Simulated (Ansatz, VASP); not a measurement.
# One calculation of AlCu3, two programs

```xyz
4
Lattice="3.6319 0.0000 0.0000 0.0000 3.6319 0.0000 0.0000 0.0000 3.6319" Properties=species:S:1:pos:R:3 pbc="T T T"
Al    0.1500    0.0000    0.0000
Cu    1.8159    1.8159    0.0000
Cu    1.8159    0.0000    1.8159
Cu    0.0000    1.8159    1.8159
```

Alike in both runs: task single point; functional PBEsol; k mesh 14 × 14 × 14; occupations gaussian, width 0.15 eV; no spin polarisation.

|  | VASP | Ansatz |
| --- | --- | --- |
| version | VASP 6.6.1 | Ansatz 0.2.0 |
| potentials or method | VASP PAW PBE potentials, release 64 (Al, Cu), cutoff 520 eV | scalar-relativistic, plane waves, PAW |
| valence electrons in the cell | 36 | 60 |

VASP gave:

- gap on the k mesh at the Fermi level (eV): none
- pressure (GPa): 1.5
- traceless stress, the component that is largest in VASP (GPa): -0.10
- rms of the force components (eV/Å): 0.390

**Question.** Which values does Ansatz return?

**Answer.** gap on the k mesh at the Fermi level (eV): none; pressure (GPa): 0.9; traceless stress, the component that is largest in VASP (GPa): -0.09; rms of the force components (eV/Å): 0.387.

VASP's potentials were made for PBE, not for PBEsol. Atom by atom the forces differ by 0.002 eV/Å (rms over components). A gap of «none» marks a metal or a gap that the smearing closes. The functional is the same, so the differences come from potentials, cutoffs and numerics. VASP's potentials hold 36 valence electrons a cell and Ansatz's 60, so a difference there can come from the potentials and not from the codes.
